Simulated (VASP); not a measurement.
# Ti (Fm-3m) in VASP: single point with LDA

Aim: the single point of Ti with LDA.

Everything below comes from runs of VASP 6.6.1. Logs are shortened: lines on timing, memory, paths and dates and some standing lists are left out, and cuts for length are marked.

**1. The cell of the first run**

The structure is cubic, space group Fm-3m (No. 225). Conventional cell: a = 4.229 Å, b = 4.229 Å, c = 4.229 Å, α = 90.00°, β = 90.00°, γ = 90.00°. Within 3.9 Å of Ti (site symmetry m-3m) lie 12 Ti at 2.99 Å.

**2. Single point, LDA**

Input file INCAR:

```
  ALGO = Normal
  EDIFF = 1E-6
  ENCUT = 520
  GGA = CA
  ISIF = 2
  ISMEAR = -1
  LASPH = True
  LCHARG = True
  LELF = True
  LREAL = False
  LVHAR = True
  LWAVE = False
  NBANDS = 32
  NELM = 100
  PREC = Accurate
  SIGMA = 0.1
```

Input file KPOINTS:

```
k-points
0
Gamma
  6 6 6
```

Input file POSCAR:

```
Ti
1.0
    4.2291990000      0.0000000000      0.0000000000
    0.0000000000      4.2291990000      0.0000000000
    0.0000000000      0.0000000000      4.2291990000
Ti
4
Direct
    0.2500000000      0.7500000000      0.2500000000
    0.7500000000      0.2500000000      0.2500000000
    0.2500000000      0.2500000000      0.7500000000
    0.7500000000      0.7500000000      0.7500000000
```

Potentials or basis: VASP PAW LDA potentials, release 64 (Ti_sv).

Run with:

```sh
$ cat potpaw_LDA.64/Ti_sv/POTCAR > POTCAR
$ mpirun -np 1 vasp_std > vasp.out
```

OUTCAR:

```text
EDIFF = 1E-6
   ENCUT = 520
   GGA = CA
   ISIF = 2
   ISMEAR = -1
   LASPH = True
   LREAL = False
   NELM = 100
   PREC = Accurate

 ion  position               nearest neighbor table
   1  0.250  0.750  0.250-
   2  0.750  0.250  0.250-
   3  0.250  0.250  0.750-
   4  0.750  0.750  0.750-

  LATTYP: Found a simple cubic cell.
 ALAT       =     4.2291990000

  Lattice vectors:

 A1 = (   4.2291990000,   0.0000000000,   0.0000000000)
 A2 = (   0.0000000000,   4.2291990000,   0.0000000000)
 A3 = (   0.0000000000,   0.0000000000,   4.2291990000)

Analysis of symmetry for initial positions (statically):
=====================================================================
 Subroutine PRICEL returns following result:

  LATTYP: Found a face centered cubic cell.
 ALAT       =     4.2291990000

  Lattice vectors:

 A1 = (   2.1145995000,  -2.1145995000,   0.0000000000)
 A2 = (   2.1145995000,   0.0000000000,   2.1145995000)
 A3 = (   0.0000000000,  -2.1145995000,   2.1145995000)

   4 primitive cells build up your supercell.

 Routine SETGRP: Setting up the symmetry group for a
 simple cubic supercell.

 Subroutine GETGRP returns: Found 48 space group operations
 (whereof 24 operations were pure point group operations)
 out of a pool of 48 trial point group operations.

The static configuration has the point symmetry T_d .
 The point group associated with its full space group is O_h .

Analysis of symmetry for dynamics (positions and initial velocities):
=====================================================================
 Subroutine PRICEL returns following result:

  LATTYP: Found a face centered cubic cell.
 ALAT       =     4.2291990000

  Lattice vectors:

 A1 = (   2.1145995000,  -2.1145995000,   0.0000000000)
 A2 = (   2.1145995000,   0.0000000000,   2.1145995000)
 A3 = (   0.0000000000,  -2.1145995000,   2.1145995000)

   4 primitive cells build up your supercell.

[... 88 lines left out ...]
   ions per type =               4
   NGX,Y,Z   is equivalent  to a cutoff of  12.58, 12.58, 12.58 a.u.
   NGXF,Y,Z  is equivalent  to a cutoff of  25.16, 25.16, 25.16 a.u.
 SYSTEM =  unknown system
   PREC   = accura    normal or accurate (medium, high low for compatibility)
   ISTART =      0    job   : 0-new  1-cont  2-samecut
   ICHARG =      2    charge: 1-file 2-atom 10-const
   ISPIN  =      1    spin polarized calculation?
   LNONCOLLINEAR =      F non collinear calculations
   LSORBIT =      F    spin-orbit coupling
   LASPH  =      T    aspherical Exc in radial PAW
   ENCUT  =  520.0 eV  38.22 Ry    6.18 a.u.   7.86  7.86  7.86*2*pi/ulx,y,z
   NELM   =    100;   NELMIN=  2; NELMDL= -5     # of ELM steps
   EDIFF  = 0.1E-05   stopping-criterion for ELM
   LREAL  =      F    real-space projection
   EDIFFG = 0.1E-04   stopping-criterion for IOM
   NSW    =      0    number of steps for IOM
   IBRION =     -1    ionic relax: 0-MD 1-quasi-New 2-CG
   NFREE  =      0    steps in history (QN), initial steepest desc. (CG)
   ISIF   =      2    stress and relaxation
   ISYM   =      2    0-nonsym 1-usesym 2-fastsym
   POTIM  = 0.5000    time-step for ionic-motion
   TEBEG  =    0.0;   TEEND  =   0.0 temperature during run
   PSTRESS=    0.0 pullay stress
   NELECT =      48.0000    total number of electrons
   NUPDOWN=      -1.0000    fix difference up-down
   EMIN   =  10.00;   EMAX   =-10.00  energy-range for DOS
   EFERMI =   0.00;   METHOD = LEGACY
   ISMEAR =    -1;   SIGMA  =   0.10  broadening in eV -4-tet -1-fermi 0-gaus
   EFERMI_NEDOS =   21; number of points for ismear=-14 and -15
   IALGO  =     38    algorithm
   IMIX   =      4    mixing-type and parameters
     AMIX     =   0.40;   BMIX     =  1.00
     AMIX_MAG =   1.60;   BMIX_MAG =  1.00
  volume/ion in A,a.u.               =      18.91       127.62
  Fermi-wavevector in a.u.,A,eV,Ry     =   1.406794  2.658455 26.926867  1.979069
  Thomas-Fermi vector in A             =   2.529118
   LORBIT       =      0    0 simple, 1 ext, 2 COOP (PROOUT), +10 PAW based schemes
   GGA     = CA    functional components
   LHFCALC =     F    Hartree Fock is set to
   AEXX    =    0.0000 exact exchange contribution
   IVDW    =     0    specifies the selected vdW correction
   LEPSILON=     F    determine dielectric tensor
   LRPA    =     F    only Hartree local field effects (RPA)
 non-spin polarized calculation
  energy-cutoff  :      520.00
  volume of cell :       75.64
 maximum number of plane-waves:      2054
 NGX is ok and might be reduce to    32
   NGX = 15   NGY = 15   NGZ = 15

 number of electron      47.9999987 magnetization

 Free energy of the ion-electron system (eV)
  ---------------------------------------------------
  ext. energy  EPLUGINS =         0.00000000
  ---------------------------------------------------
  free energy    TOTEN  =       -33.50504047 eV

  energy without entropy =      -33.25529191  energy(sigma->0) =      -33.38016619

 E-fermi :   7.1251     XC(G=0): -11.3825

 val. band max:        7.1071016969   @ k =   0.3333   0.3333   0.3333
 cond. band min:       7.1274905443   @ k =   0.5000   0.5000   0.0000
 fundamental gap:      0.0203888474
 Fermi energy:         7.1250897053

 k-point     1 :       0.0000    0.0000    0.0000
  band No.  band energies     occupation
      1     -49.0461      2.00000
      2     -48.9256      2.00000
      3     -48.9256      2.00000
      4     -48.9256      2.00000
      5     -25.8517      2.00000
      6     -25.8517      2.00000
[... 689 lines left out ...]
     31       7.7931      0.00251
     32       7.7931      0.00251

------------------------ aborting loop because EDIFF is reached ----------------------------------------

  FORCE on cell =-STRESS in cart. coord.  units (eV):
  Direction    XX          YY          ZZ          XY          YZ          ZX
  --------------------------------------------------------------------------------------
  -------------------------------------------------------------------------------------
  Total       -7.0609057     -7.0609057     -7.0609057      0.0000000     -0.0000000      0.0000000
  in kB     -149.5535173   -149.5535173   -149.5535173      0.0000000     -0.0000000      0.0000000
  external PRESSURE =    -149.5535173 kB  Pullay stress =       0.0000000 kB

 VOLUME and BASIS-vectors are now :
 -----------------------------------------------------------------------------
  energy-cutoff  :      520.00
  volume of cell :       75.64
      direct lattice vectors                 reciprocal lattice vectors
     4.229199000  0.000000000  0.000000000     0.236451394  0.000000000  0.000000000
     0.000000000  4.229199000  0.000000000     0.000000000  0.236451394  0.000000000
     0.000000000  0.000000000  4.229199000     0.000000000  0.000000000  0.236451394

 POSITION                                       TOTAL-FORCE (eV/Angst)
 -----------------------------------------------------------------------------------
      1.05730      3.17190      1.05730         0.000000     -0.000000      0.000000
      3.17190      1.05730      1.05730        -0.000000     -0.000000     -0.000000
      1.05730      1.05730      3.17190         0.000000      0.000000      0.000000
      3.17190      3.17190      3.17190        -0.000000      0.000000     -0.000000
 -----------------------------------------------------------------------------------
    total drift:                                0.000000      0.000000     -0.000000

  FREE ENERGIE OF THE ION-ELECTRON SYSTEM (eV)
  ---------------------------------------------------
  free  energy   TOTEN  =       -33.5050404696 eV

  energy  without entropy=      -33.2552919149  energy(sigma->0) =      -33.38016619
```

Run time: 25 s. Hardware: 1 thread of Intel Xeon Platinum 8375C at 2.90GHz (Ice Lake), shared host; peak memory 0.17 GiB.

What came out:

- Free energy: -33.5050 eV
- Pressure: -15.0 GPa
- Band gap on the k mesh: zero (band 24 reaches 7.90 eV, above the bottom of band 25 at 6.77 eV)

Levels at points of the mesh, in eV from the Fermi level:
```tsv
k point	band 20	band 21	band 22	band 23	band 24	band 25	band 26	band 27	band 28	band 29
(0.00, 0.00, 0.00)	-2.32	-1.52	-1.52	-1.52	0.78	0.78	0.78	2.20	2.20	2.55
(0.50, 0.00, 0.00)	-1.35	-0.50	-0.50	-0.36	-0.36	-0.36	-0.36	1.03	1.03	1.80
(0.50, 0.50, 0.00)	-2.06	-0.30	-0.30	-0.30	-0.30	0.00	0.00	0.00	0.00	1.50
(0.50, 0.50, 0.50)	-2.41	0.54	0.54	0.54	0.54	0.67	0.67	0.67	0.67	0.67
```
